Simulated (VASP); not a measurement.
A run of VASP 6.6.1:

Contents of INCAR:

```
ALGO = Normal
DIPOL = 0.5 0.5 0.500
EDIFF = 1E-6
ENCUT = 520
GGA = PE
IDIPOL = 3
ISIF = 2
ISMEAR = 0
IVDW = 12
LASPH = True
LCHARG = False
LDIPOL = True
LREAL = False
LWAVE = False
NBANDS = 18
NELM = 60
PREC = Accurate
SIGMA = 0.02
```

File KPOINTS:

```
k-points
0
Gamma
  9 9 1
```

File POSCAR:

```
PtS2
1.0
    3.5410000000      0.0000000000      0.0000000000
   -1.7705000000      3.0665959548      0.0000000000
    0.0000000000      0.0000000000     30.8254864268
S Pt
2 1
Direct
    0.6666666667      0.3333333333      0.4597086650
    0.3333333333      0.6666666667      0.5402913350
    0.0000000000      0.0000000000      0.5000000000
```

Potentials or basis: VASP PAW PBE potentials, release 64 (S, Pt).

Launch:

```bash
$ cat potpaw_PBE.64/S/POTCAR potpaw_PBE.64/Pt/POTCAR > POTCAR
$ mpirun -np 1 vasp_std > vasp.out
```

Hardware: 1 thread of Intel(R) Xeon(R) Platinum 8488C (Sapphire Rapids), with other jobs on the host.

Task: How long does it take, and how much memory?

Result: Run time: 2.8 min on 1 thread of Intel(R) Xeon(R) Platinum 8488C (Sapphire Rapids), on a shared host, peak memory 0.46 GiB. Counts: scf iterations 21, k points 12.
